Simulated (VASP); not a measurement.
A run of VASP 6.6.1 is set up as follows.

Contents of INCAR:

```
SYSTEM = Y4N
PREC     = Accurate       ! precision mode
ENCUT    = 520            ! plane-wave cutoff, eV
EDIFF    = 1E-6           ! SCF threshold, eV
ISMEAR   = 0              ! smearing method
SIGMA    = 0.1            ! smearing width, eV
LREAL    = .False.        ! projectors in reciprocal space
LASPH    = .True.         ! aspherical terms in the spheres
NELM     = 150            ! most SCF steps
ALGO     = Normal         ! electronic algorithm
ISIF     = 2              ! what is computed and relaxed
LWAVE    = .False.        ! write WAVECAR
LCHARG   = .True.         ! write CHGCAR
ISPIN    = 2              ! spin polarisation
MAGMOM   = 0 0 0 0 1      ! initial moments
LORBIT   = 11             ! projections on sites
LMAXMIX  = 4              ! l up to which the mixer works
GGA      = PE             ! functional
LELF     = .True.         ! ELF
LVHAR    = .True.       
NBANDS   = 36             ! bands
```

File KPOINTS:

```
regular mesh
0
Gamma
  4 4 4
  0 0 0
```

POSCAR

```
Y4N
1.0
    4.9782778570      0.0000000000      0.0000000000
    0.0000000000      4.9782778570      0.0000000000
    0.0000000000      0.0000000000      4.9782778570
Y N
4 1
Direct
    0.0000000000      0.0000000000      0.0000000000
    0.5000000000      0.5000000000      0.0000000000
    0.5000000000      0.0000000000      0.5000000000
    0.0000000000      0.5000000000      0.5000000000
    0.5000000000      0.5000000000      0.5000000000
```

Potentials or basis: VASP PAW PBE potentials, release 64 (Y_sv, N).

Launch:

```bash
$ cat potpaw_PBE.64/Y_sv/POTCAR potpaw_PBE.64/N/POTCAR > POTCAR
$ mpirun -np 1 vasp_std > vasp.out
```

Question: Estimate the pressure.

Answer: 0.0 GPa.

Question: Predict the net moment.

Answer: 0.00 μB per cell.
